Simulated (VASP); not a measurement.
# Al2O3 (P-3m1) in VASP: further runs

Aim: see how the results for Al2O3 move with the level of theory and the settings. Levels: r2SCAN, PBE. Tasks: single point.

All numbers are computed with VASP 6.6.1; they aren't measurements. Logs are shortened: lines on timing, memory, paths and dates and some standing lists are left out, and cuts for length are marked.

### Step 1. The cell of the first run

It takes space group P-3m1 (No. 164, trigonal). The conventional cell has a = 2.864 Å, b = 2.864 Å, c = 6.833 Å, α = 90.00°, β = 90.00°, γ = 120.00°. Within 2.4 Å of Al (site symmetry 3m) lie 6 O at 1.78 to 2.14 Å. O (site symmetry -3m) has 6 Al at 2.14 Å and 12 O at 2.62 to 2.86 Å within 2.9 Å. Within 2.4 Å of O (site symmetry 3m) lie 3 Al at 1.78 Å.

### Step 2. Single point, r2SCAN

POSCAR

```
Al2O3
1.0
    2.8641420174      0.0000000000      0.0000000000
   -1.4320710087      2.4804197471      0.0000000000
    0.0000000000      0.0000000000      6.8332801002
Al O
2 3
Direct
    0.3333333333      0.6666666667      0.1993408385
    0.6666666667      0.3333333333      0.8006591615
    0.0000000000      0.0000000000      0.0000000000
    0.3333333333      0.6666666667      0.7032066470
    0.6666666667      0.3333333333      0.2967933530
```

INCAR.step1

```
SYSTEM = Al2O3
PREC = Accurate
ENCUT = 520
ISMEAR = -1
SIGMA = 0.02
LREAL = .False.
LASPH = .True.
NELM = 80
NBANDS = 20
GGA = PE
ALGO = Normal
EDIFF = 1E-4
LWAVE = .True.
LCHARG = .False.
```

INCAR.step2

```
SYSTEM = Al2O3
PREC = Accurate
ENCUT = 520
EDIFF = 1E-6
ISMEAR = -1
SIGMA = 0.02
LREAL = .False.
LASPH = .True.
NELM = 80
ALGO = Normal
ISIF = 2
LWAVE = .False.
LCHARG = .False.
METAGGA = R2SCAN
LMIXTAU = .True.
NBANDS = 20
ISTART = 1
```

KPOINTS

```
Automatic mesh
0
Gamma
  12 12 4
  0 0 0
```

Potentials or basis: VASP PAW PBE potentials, release 64 (Al, O).

Launch:

```sh
cat potpaw_PBE.64/Al/POTCAR potpaw_PBE.64/O/POTCAR > POTCAR
cp INCAR.step1 INCAR
mpirun -np 1 vasp_std > vasp.out
cp INCAR.step2 INCAR
mpirun -np 1 vasp_std > vasp.out
```

OUTCAR:

```text
SYSTEM = Al2O3
   PREC = Accurate
   ENCUT = 520
   EDIFF = 1E-6
   ISMEAR = -1
   LREAL = .False.
   LASPH = .True.
   NELM = 80
   ISIF = 2
   METAGGA = R2SCAN
   ISTART = 1

 ion  position               nearest neighbor table
   1  0.333  0.667  0.199-   5 1.78   5 1.78   5 1.78   3 2.14   3 2.14   3 2.14   2 3.19   2 3.19
                             2 3.19
   2  0.667  0.333  0.801-   4 1.78   4 1.78   4 1.78   3 2.14   3 2.14   3 2.14   1 3.19   1 3.19
                             1 3.19
   3  0.000  0.000  0.000-   1 2.14   2 2.14   1 2.14   2 2.14   2 2.14   1 2.14
   4  0.333  0.667  0.703-   2 1.78   2 1.78   2 1.78
   5  0.667  0.333  0.297-   1 1.78   1 1.78   1 1.78

  LATTYP: Found a hexagonal cell.
 ALAT       =     2.8641420174
 C/A-ratio  =     2.3858035177

  Lattice vectors:

 A1 = (   2.8641420174,   0.0000000000,   0.0000000000)
 A2 = (  -1.4320710087,   2.4804197471,   0.0000000000)
 A3 = (   0.0000000000,   0.0000000000,   6.8332801002)

Analysis of symmetry for initial positions (statically):
=====================================================================
 Subroutine PRICEL returns:
 Original cell was already a primitive cell.

 Routine SETGRP: Setting up the symmetry group for a
 hexagonal supercell.

 Subroutine GETGRP returns: Found 12 space group operations
 (whereof 12 operations were pure point group operations)
 out of a pool of 24 trial point group operations.

The static configuration has the point symmetry D_3d.

Analysis of symmetry for dynamics (positions and initial velocities):
=====================================================================
 Subroutine PRICEL returns:
 Original cell was already a primitive cell.

 Routine SETGRP: Setting up the symmetry group for a
 hexagonal supercell.

 Subroutine GETGRP returns: Found 12 space group operations
 (whereof 12 operations were pure point group operations)
 out of a pool of 24 trial point group operations.

The dynamic configuration has the point symmetry D_3d.

 Subroutine INISYM returns: Found 12 space group operations
 (whereof 12 operations are pure point group operations),
 and found     1 'primitive' translations

----------------------------------------------------------------------------------------

                                     Primitive cell

  volume of cell :      48.5455

  direct lattice vectors                    reciprocal lattice vectors
     2.864142017  0.000000000  0.000000000     0.349144698  0.201578785  0.000000000
    -1.432071009  2.480419747  0.000000000     0.000000000  0.403157571  0.000000000
     0.000000000  0.000000000  6.833280100     0.000000000  0.000000000  0.146342603

  length of vectors
     2.864142017  2.864142017  6.833280100     0.403157571  0.403157571  0.146342603

  position of ions in fractional coordinates (direct lattice)
     0.333333333  0.666666667  0.199340838
     0.666666667  0.333333333  0.800659162
     0.000000000  0.000000000  0.000000000
     0.333333333  0.666666667  0.703206647
     0.666666667  0.333333333  0.296793353

  ion indices of the primitive-cell ions
   primitive index   ion index
                 1           1
                 2           2
                 3           3
                 4           4
                 5           5

----------------------------------------------------------------------------------------

 KPOINTS: Automatic mesh

Automatic generation of k-mesh.
 Grid dimensions read from file:
 generate k-points for:   12   12    4

 Generating k-lattice:

  Cartesian coordinates                     Fractional coordinates (reciprocal lattice)
     0.029095392  0.016798232  0.000000000     0.083333333  0.000000000  0.000000000
     0.000000000  0.033596464  0.000000000     0.000000000  0.083333333  0.000000000
     0.000000000  0.000000000  0.036585651     0.000000000  0.000000000  0.250000000

  Length of vectors
     0.033596464  0.033596464  0.036585651

  Shift w.r.t. Gamma in fractional coordinates (k-lattice)
     0.000000000  0.000000000  0.000000000

 Subroutine IBZKPT returns following result:
 ===========================================

 Found     69 irreducible k-points:

 Following reciprocal coordinates:
            Coordinates               Weight
  0.000000  0.000000  0.000000      1.000000
  0.083333  0.000000  0.000000      6.000000
  0.166667  0.000000  0.000000      6.000000
  0.250000  0.000000  0.000000      6.000000
  0.333333  0.000000  0.000000      6.000000
  0.416667  0.000000  0.000000      6.000000
[... 16 lines left out ...]
  0.166667  0.000000  0.250000      6.000000
  0.000000  0.166667  0.250000      6.000000
 [... further k-points ...]
   k-points           NKPTS =     69   k-points in BZ     NKDIM =     69   number of bands    NBANDS=     20
   number of dos      NEDOS =    301   number of ions     NIONS =      5
   total plane-waves  NPLWV =  31104
   dimension x,y,z NGX =    24 NGY =   24 NGZ =   54
   dimension x,y,z NGXF=    48 NGYF=   48 NGZF=  108
   ions per type =               2   3
   NGX,Y,Z   is equivalent  to a cutoff of  13.93, 13.93, 13.14 a.u.
   NGXF,Y,Z  is equivalent  to a cutoff of  27.86, 27.86, 26.28 a.u.
 SYSTEM =  Al2O3
   PREC   = accura    normal or accurate (medium, high low for compatibility)
   ISTART =      1    job   : 0-new  1-cont  2-samecut
   ICHARG =      0    charge: 1-file 2-atom 10-const
   ISPIN  =      1    spin polarized calculation?
   LNONCOLLINEAR =      F non collinear calculations
   LSORBIT =      F    spin-orbit coupling
   LASPH  =      T    aspherical Exc in radial PAW
   ENCUT  =  520.0 eV  38.22 Ry    6.18 a.u.   5.33  5.33 12.71*2*pi/ulx,y,z
   NELM   =     80;   NELMIN=  2; NELMDL=  0     # of ELM steps
   EDIFF  = 0.1E-05   stopping-criterion for ELM
   LREAL  =      F    real-space projection
   EDIFFG = 0.1E-04   stopping-criterion for IOM
   NSW    =      0    number of steps for IOM
   IBRION =     -1    ionic relax: 0-MD 1-quasi-New 2-CG
   NFREE  =      0    steps in history (QN), initial steepest desc. (CG)
   ISIF   =      2    stress and relaxation
   ISYM   =      2    0-nonsym 1-usesym 2-fastsym
   POTIM  = 0.5000    time-step for ionic-motion
   TEBEG  =    0.0;   TEEND  =   0.0 temperature during run
   PSTRESS=    0.0 pullay stress
   NELECT =      24.0000    total number of electrons
   NUPDOWN=      -1.0000    fix difference up-down
   EMIN   =  10.00;   EMAX   =-10.00  energy-range for DOS
   EFERMI =   0.00;   METHOD = LEGACY
   ISMEAR =    -1;   SIGMA  =   0.02  broadening in eV -4-tet -1-fermi 0-gaus
   EFERMI_NEDOS =   21; number of points for ismear=-14 and -15
   IALGO  =     38    algorithm
   IMIX   =      4    mixing-type and parameters
     AMIX     =   0.40;   BMIX     =  1.00
     AMIX_MAG =   1.60;   BMIX_MAG =  1.00
  volume/ion in A,a.u.               =       9.71        65.52
  Fermi-wavevector in a.u.,A,eV,Ry     =   1.294481  2.446214 22.799016  1.675680
  Thomas-Fermi vector in A             =   2.426061
   LORBIT       =      0    0 simple, 1 ext, 2 COOP (PROOUT), +10 PAW based schemes
   METAGGA = R2SCAN    functional components
   LHFCALC =     F    Hartree Fock is set to
   AEXX    =    0.0000 exact exchange contribution
   IVDW    =     0    specifies the selected vdW correction
   LEPSILON=     F    determine dielectric tensor
   LRPA    =     F    only Hartree local field effects (RPA)
 non-spin polarized calculation
  energy-cutoff  :      520.00
  volume of cell :       48.55
 maximum number of plane-waves:      1327
 NGX is ok and might be reduce to    24
   NGX = 11   NGY = 11   NGZ = 25

 number of electron      24.0000003 magnetization

 Free energy of the ion-electron system (eV)
  ---------------------------------------------------
  ext. energy  EPLUGINS =         0.00000000
  ---------------------------------------------------
  free energy    TOTEN  =       -46.97062851 eV

  energy without entropy =      -46.97062851  energy(sigma->0) =      -46.97062851

 E-fermi :   4.8055     XC(G=0): -11.3044

 val. band max:        4.3122178916   @ k =   0.0833   0.0833   0.0000
 cond. band min:       9.9398930012   @ k =   0.0000   0.0000   0.0000
 fundamental gap:      5.6276751097
 Fermi energy:         4.8055229317

 k-point     1 :       0.0000    0.0000    0.0000
  band No.  band energies     occupation
      1     -16.0373      2.00000
      2     -14.6660      2.00000
      3     -13.6512      2.00000
      4      -1.0605      2.00000
      5       1.3292      2.00000
      6       2.3245      2.00000
[... 12 lines left out ...]
     19      19.4686      0.00000
     20      21.4410      0.00000

 k-point     2 :       0.0833    0.0000    0.0000
  band No.  band energies     occupation
      1     -15.9494      2.00000
      2     -14.6034      2.00000
      3     -13.6202      2.00000
      4      -1.0296      2.00000
      5       1.1505      2.00000
      6       2.1885      2.00000
[... 12 lines left out ...]
     19      19.7832      0.00000
     20      20.7385      0.00000

 k-point     3 :       0.1667    0.0000    0.0000
  band No.  band energies     occupation
      1     -15.6962      2.00000
      2     -14.4277      2.00000
      3     -13.5395      2.00000
      4      -0.9902      2.00000
      5       0.5302      2.00000
      6       1.6950      2.00000
[... 12 lines left out ...]
     19      19.7269      0.00000
     20      20.1435      0.00000

 k-point     4 :       0.2500    0.0000    0.0000
  band No.  band energies     occupation
      1     -15.3090      2.00000
      2     -14.1761      2.00000
      3     -13.4452      2.00000
      4      -1.1359      2.00000
      5      -0.3257      2.00000
      6       0.7298      2.00000
[... 429 lines left out ...]
 k-point    23 :       0.1667    0.0000    0.2500
  band No.  band energies     occupation
      1     -15.6781      2.00000
      2     -14.4900      2.00000
      3     -13.4907      2.00000
      4      -1.0694      2.00000
      5       0.7631      2.00000
      6       1.4122      2.00000
[... 12 lines left out ...]
     19      19.8143      0.00000
     20      20.1098      0.00000

 k-point    24 :       0.0000    0.1667    0.2500
  band No.  band energies     occupation
      1     -15.6774      2.00000
      2     -14.4924      2.00000
      3     -13.4886      2.00000
      4      -1.0834      2.00000
      5       0.5690      2.00000
      6       1.6909      2.00000
[... 12 lines left out ...]
     19      19.7844      0.00000
     20      20.1430      0.00000

 [... further k-points ...]

------------------------ aborting loop because EDIFF is reached ----------------------------------------

  FORCE on cell =-STRESS in cart. coord.  units (eV):
  Direction    XX          YY          ZZ          XY          YZ          ZX
  --------------------------------------------------------------------------------------
  -------------------------------------------------------------------------------------
  Total        0.0078801      0.0078801     -0.1494328      0.0000000     -0.0000000      0.0000000
  in kB        0.2600710      0.2600710     -4.9318253      0.0000000     -0.0000000      0.0000000
  external PRESSURE =      -1.4705611 kB  Pullay stress =       0.0000000 kB

 VOLUME and BASIS-vectors are now :
 -----------------------------------------------------------------------------
  energy-cutoff  :      520.00
  volume of cell :       48.55
      direct lattice vectors                 reciprocal lattice vectors
     2.864142017  0.000000000  0.000000000     0.349144698  0.201578785  0.000000000
    -1.432071009  2.480419747  0.000000000     0.000000000  0.403157571  0.000000000
     0.000000000  0.000000000  6.833280100     0.000000000  0.000000000  0.146342603

 POSITION                                       TOTAL-FORCE (eV/Angst)
 -----------------------------------------------------------------------------------
     -0.00000      1.65361      1.36215        -0.000000      0.000000      0.023159
      1.43207      0.82681      5.47113         0.000000     -0.000000     -0.023159
      0.00000      0.00000      0.00000        -0.000000      0.000000     -0.000000
     -0.00000      1.65361      4.80521        -0.000000      0.000000      0.036844
      1.43207      0.82681      2.02807        -0.000000      0.000000     -0.036844
 -----------------------------------------------------------------------------------
    total drift:                                0.000000     -0.000000     -0.000000

  FREE ENERGIE OF THE ION-ELECTRON SYSTEM (eV)
  ---------------------------------------------------
  free  energy   TOTEN  =       -46.9706285096 eV

  energy  without entropy=      -46.9706285096  energy(sigma->0) =      -46.97062851
```

It took 2.4 min on 1 thread of Intel Xeon 6975P-C (Granite Rapids), shared host; peak memory 0.21 GiB.

What came out:

```
Free energy            : -46.9706 eV
Pressure               : -0.1 GPa
Largest force          : 0.037 eV/Å
Band gap on the k mesh : 5.63 eV (least direct gap 5.67 eV)
```

Forces in eV/Å, atoms in the order of the input:
```
Al   0.000  0.000  0.023
Al   0.000  0.000 -0.023
O    0.000  0.000  0.000
O    0.000  0.000  0.037
O    0.000  0.000 -0.037
```

Stress tensor (GPa, compression positive):
```
 0.03  0.00  0.00
 0.00  0.03  0.00
 0.00  0.00 -0.49
```

Caveat: the PAW data sets were made with another functional, which shifts forces and pressure a little. A k mesh can miss the band edges.

[end of part 1 of 2]
